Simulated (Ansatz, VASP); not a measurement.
**C in VASP and in Ansatz**

File INCAR:

```
SYSTEM = C
ALGO = Normal ; EDIFF = 1E-6
ENCUT = 600 ; GGA_COMPAT = .FALSE.
ISIF = 2 ; ISMEAR = -4
LASPH = .TRUE. ; LCHARG = .TRUE.
LELF = .TRUE. ; LREAL = .FALSE.
LVHAR = .TRUE. ; LWAVE = .FALSE.
NBANDS = 11 ; NELM = 120
PREC = Accurate ; SIGMA = 0.05
```

The input KPOINTS:

```
k-points
0
G
  12 12 12
  0 0 0
```

POSCAR

```
C
1.0
    0.0000000000      1.7272103675      1.7272103675
    1.7272103675      0.0000000000      1.7272103675
    1.7272103675      1.7272103675      0.0000000000
C
2
Direct
    0.5000000000      0.5000000000      0.5000000000
    0.7500000000      0.7500000000      0.7500000000
```

Input for Ansatz:

```yaml
crystal:
  lattice:
    - [0.0, 1.7272103675, 1.7272103675]
    - [1.7272103675, 0.0, 1.7272103675]
    - [1.7272103675, 1.7272103675, 0.0]
  atoms:
    - { symbol: C, position: [0.5, 0.5, 0.5] }
    - { symbol: C, position: [0.75, 0.75, 0.75] }
basis:
  ecutwfc: 420
kpoints:
  mp_grid: { grid: [12, 12, 12] }
hamiltonian:
  xc: lda
scf:
  occupations: { method: tetrahedron_uncorrected }
  mixing: { preconditioner: kerker }
output:
  forces: true
  eigenvalues: true
  stress: true
```

Alike in both runs: task single point; functional LDA; k mesh 12 × 12 × 12; no spin polarisation.

```csv
,VASP,Ansatz
version,VASP 6.6.1,Ansatz 0.2.0
potentials or method,"VASP PAW LDA potentials, release 64 (C), cutoff 600 eV","scalar-relativistic, plane waves, PAW"
occupations,tetrahedron,tetrahedron-uncorrected
valence electrons in the cell,8,8
```

```tsv
	VASP	Ansatz	Ansatz less VASP
gap on the k mesh at the Fermi level (eV)	4.37	4.37	+0.005
```

LDA's correlation is that of Perdew and Zunger in VASP and of Perdew and Wang (1992) in Ansatz. Ansatz's warnings: band table not solved further.
